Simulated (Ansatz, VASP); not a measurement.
## BiTe3: VASP beside Ansatz

```
Bi Te
1.0
     8.31938    0.00000    0.00000
    -4.15969    7.20479    0.00000
     0.00000    0.00000    4.38632
Bi Te
2 6
Cartesian
  4.1597 2.4016 1.0966
  0.0000 4.8032 3.2897
  2.1191 1.2235 3.2897
  6.2003 1.2235 3.2897
  4.1597 4.7579 3.2897
  2.0406 5.9813 1.0966
  -2.0406 5.9813 1.0966
  0.0000 2.4469 1.0966
```

Change from the starting cell: species swapped into the Na3Hg type (P6_3/mmc, No. 194).

Alike in both runs: functional PBE; k mesh 6 × 6 × 10; occupations gaussian, width 0.1 eV; no spin polarisation.

Ansatz relaxed the structure, and its values are those at the end. VASP's run is a single point on that final structure, the one shown.

|  | VASP | Ansatz |
| --- | --- | --- |
| version | VASP 6.6.1 | Ansatz 0.2.0 |
| potentials or method | VASP PAW PBE potentials, release 64 (Bi_d, Te), cutoff 520 eV | scalar-relativistic, plane waves, PAW |
| valence electrons in the cell | 66 | 126 |

|  | VASP | Ansatz | Ansatz less VASP |
| --- | --- | --- | --- |
| gap on the k mesh at the Fermi level (eV) | none | none | - |
| pressure (GPa) | 0.0 | 0.0 | +0.05 |
| rms of the force components (eV/Å) | 0.004 | 0.002 | -0.0021 |

A gap of «none» marks a metal or a gap that the smearing closes. VASP's potentials hold 66 valence electrons a cell and Ansatz's 126, so a difference there can come from the potentials and not from the codes.

Neither program's run includes spin-orbit coupling.
